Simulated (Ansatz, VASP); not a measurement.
# Two plane-wave programs on Cl

File INCAR:

```
ALGO = Normal ; EDIFF = 1E-7
ENCUT = 520 ; GGA = PE
ISIF = 2 ; ISMEAR = 0
LASPH = T ; LCHARG = F
LREAL = F ; LWAVE = F
NBANDS = 14 ; NELM = 60
PREC = Accurate ; SIGMA = 0.1
```

KPOINTS

```
k-points
0
Gamma
  6 6 4
```

File POSCAR:

```
Cl
1.0
    4.0372900900      0.0000000000      0.0000000000
   -2.0186450500      3.4963957800      0.0000000000
    0.0000000000      0.0000000000      4.6181674300
Cl
2
Direct
    0.0000000000      0.0000000000      0.8113027500
    0.0000000000      0.0000000000      0.1886972500
```

Input for Ansatz:

```yaml
crystal:
  lattice:
    - [4.03729009, 0.0, 0.0]
    - [-2.01864505, 3.49639578, 0.0]
    - [0.0, 0.0, 4.61816743]
  atoms:
    - { symbol: Cl, position: [0.0, 0.0, 0.81130275] }
    - { symbol: Cl, position: [0.0, 0.0, 0.18869725] }
basis:
  ecutwfc: 420
kpoints:
  mp_grid: { grid: [6, 6, 4] }
hamiltonian:
  xc: pbe
scf:
  occupations: { method: gaussian, width: 0.1 }
  lower_state_search: "off"
output:
  forces: true
  stress: true
  eigenvalues: true
```

Alike in both runs: task single point; functional PBE; k mesh 6 × 6 × 4; occupations gaussian, width 0.1 eV; no spin polarisation.

```csv
,VASP,Ansatz
version,VASP 6.6.1,Ansatz 0.2.0
potentials or method,"VASP PAW PBE potentials, release 64 (Cl), cutoff 520 eV","scalar-relativistic, plane waves, PAW"
valence electrons in the cell,14,14
```

|  | VASP | Ansatz | Ansatz less VASP |
| --- | --- | --- | --- |
| gap on the k mesh at the Fermi level (eV) | 2.56 | 2.46 | -0.099 |
| least direct gap on the mesh (eV) | 3.15 | 3.05 | -0.098 |
| pressure (GPa) | 13.9 | 14.9 | +1.03 |
| traceless stress, the component that is largest in VASP (GPa) | 26.86 | 28.78 | +1.924 |
| rms of the force components (eV/Å) | 4.863 | 5.260 | +0.3969 |

Atom by atom the forces differ by 0.397 eV/Å (rms over components).
